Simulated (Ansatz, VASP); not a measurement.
## SiC in VASP and in Ansatz

File INCAR:

```
PREC = Accurate ; ENCUT = 520
EDIFF = 1E-7 ; ISMEAR = -1
SIGMA = 0.02 ; LREAL = F
LASPH = T ; NELM = 120
ALGO = Normal ; ISIF = 2
LWAVE = F ; LCHARG = F
GGA = PE ; IBRION = 2
NSW = 80 ; EDIFFG = -0.02
GGA_COMPAT = F ; NELMIN = 4
```

Contents of KPOINTS:

```
regular mesh
0
Gamma
  17 17 17
```

The input POSCAR:

```
SiC
1.0
    0.0000000000      2.1790000000      2.1136300000
    2.1790000000      0.0000000000      2.1136300000
    2.1790000000      2.1790000000      0.0000000000
Si C
1 1
Direct
    0.0000000000      0.0000000000      0.0000000000
    0.2500000000      0.2500000000      0.2500000000
```

Input for Ansatz:

```yaml
crystal:
  lattice:
    - [0.0, 2.179, 2.11363]
    - [2.179, 0.0, 2.11363]
    - [2.179, 2.179, 0.0]
  atoms:
    - { symbol: Si, position: [0.0, 0.0, 0.0] }
    - { symbol: C, position: [0.25, 0.25, 0.25] }
kpoints:
  mp_grid: { grid: [17, 17, 17] }
scf:
  occupations: { method: fermi_dirac, width: 0.02 }
hamiltonian:
  xc: pbe
  pseudopotentials: { kind: paw }
output:
  forces: true
  stress: true
  populations: true
  efg: { contact_densities: true }
relax:
  f_tol: 0.02
  max_steps: 60
```

Change from the starting cell: z stretched by -3 %, ions relaxed.

Alike in both runs: task relaxation of the atoms; functional PBE; k mesh 17 × 17 × 17; occupations fermi-dirac, width 0.02 eV; no spin polarisation.

|  | VASP | Ansatz |
| --- | --- | --- |
| version | VASP 6.6.1 | Ansatz 0.2.0 |
| potentials or method | VASP PAW PBE potentials, release 64 (Si, C) | plane-wave PAW, scalar-relativistic |
| plane-wave cutoff (eV) | 520 | 420 |
| valence electrons in the cell | 8 | 8 |

|  | VASP | Ansatz | Ansatz less VASP |
| --- | --- | --- | --- |
| gap on the k mesh at the Fermi level, each at its own relaxed structure (eV) | 1.06 | 1.06 | +0.003 |

Ansatz's warnings: stress scf threshold loose.

Noted on VASP's run: the relaxation stopped at its first step, so nothing moved.
